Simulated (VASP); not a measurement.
Write the native input for VASP 6.6.1 that does the following.

- Task: single point
- Functional: PBE
- Dispersion: D3(BJ)
- Potentials or basis: VASP PAW PBE potentials, release 64 (C, O, H)
- Cutoff: 520 eV
- k mesh: 1 × 1 × 1
- Occupations: fermi-dirac, width 0.05 eV
- Spin: no spin polarisation
- Dipole correction: no
- Further INCAR settings: LREAL = Auto; ALGO = Normal; EDIFF = 1e-06; NBANDS = 64

The structure of H6C2O lies in POSCAR:

```
H6C2O
1.0
    7.2936330000      0.0000000000      0.0000000000
    0.0000000000      7.2936330000      0.0000000000
    0.0000000000      0.0000000000      7.2936330000
C O H
8 4 24
Direct
    0.2901434717      1.1626716069      0.7093172908
    0.4016379766      1.0993012673      0.5346855264
    1.0337235230      0.5667545927      0.5419384277
    0.9051593355      0.4304439228      0.4627186479
    0.4369016099      0.4821328411      0.0310407721
    0.3190042603      0.6112728732      0.1282351333
    0.6473317207      0.0674698055      0.0659616408
    0.8334803794      0.0138065625      0.1523657689
    0.5010534531      0.9328684347      0.5413625830
    0.7397685077      0.4404115206      0.5735002022
    0.1386277593      0.5567595737      0.0757510009
    0.9809651788     -0.0043051248      0.0049906542
    0.4186116850      0.8248564193      0.5707992162
    0.3072954178      1.0947356413      0.4157873038
    0.5040423613      1.1931639555      0.5126663214
    0.1997906942      1.2833796271      0.6560516549
    0.1832831457      1.0662450387      0.7367795994
    0.3687188538      1.1797138682      0.8312729747
    0.7312131005      0.3132869449      0.6329767346
    0.8638493327      0.4627460691      0.3222536697
    0.9632922304      0.2901983141      0.4584820761
    1.1600803057      0.5985631578      0.4636646785
    0.9649375010      0.6913015777      0.5725541716
    1.0503133349      0.5152987544      0.6871472694
    0.0694578408      0.6694194786      0.0723644856
    0.3353609923      0.6099155250      0.2784209186
    0.3459318559      0.7558921596      0.0829627704
    0.5792723599      0.4901535353      0.0863492857
    0.3748749080      0.3300961263      0.0454643111
    0.4257274804      0.4903317729     -0.1204886509
    1.0282804194      0.1257398062      0.0055802095
    0.8957127401      0.1224492650      0.2546604689
    0.8169728310     -0.1215580767      0.2271707392
    0.5431312489      0.0558020948      0.1702992185
    0.6616729962      0.2108414284      0.0093232001
    0.6332372358     -0.0451763888     -0.0432020640
```

These files were run (other wordings do the same):

INCAR

```
SYSTEM = H6C2O
  PREC = Accurate
  ENCUT = 520
  EDIFF = 1E-6
  ISMEAR = -1
  SIGMA = 0.05
  LREAL = Auto
  LASPH = .True.
  NELM = 80
  ALGO = Normal
  ISIF = 2
  LWAVE = .False.
  LCHARG = .False.
  GGA = PE
  IVDW = 12
  NBANDS = 64
```

KPOINTS

```
Automatic mesh
0
Gamma
  1 1 1
  0 0 0
```

Potentials or basis: VASP PAW PBE potentials, release 64 (C, O, H).

Launch:

```console
$ cat potpaw_PBE.64/C/POTCAR potpaw_PBE.64/O/POTCAR potpaw_PBE.64/H/POTCAR > POTCAR
$ mpirun -np 1 vasp_gam > vasp.out
```

It gave:

```yaml
Pressure: -1.3 GPa
Largest_force: 3.288 eV/Å
Band_gap_on_the_k_mesh: 4.86 eV
Dispersion_energy_per_atom: -0.036 eV
```

Caveat: the k points lie up to 0.86 Å⁻¹ apart.

Wall time 44 s on 1 thread of Intel(R) Xeon(R) 6975P-C (Granite Rapids) (shared host), peak memory 0.35 GiB.
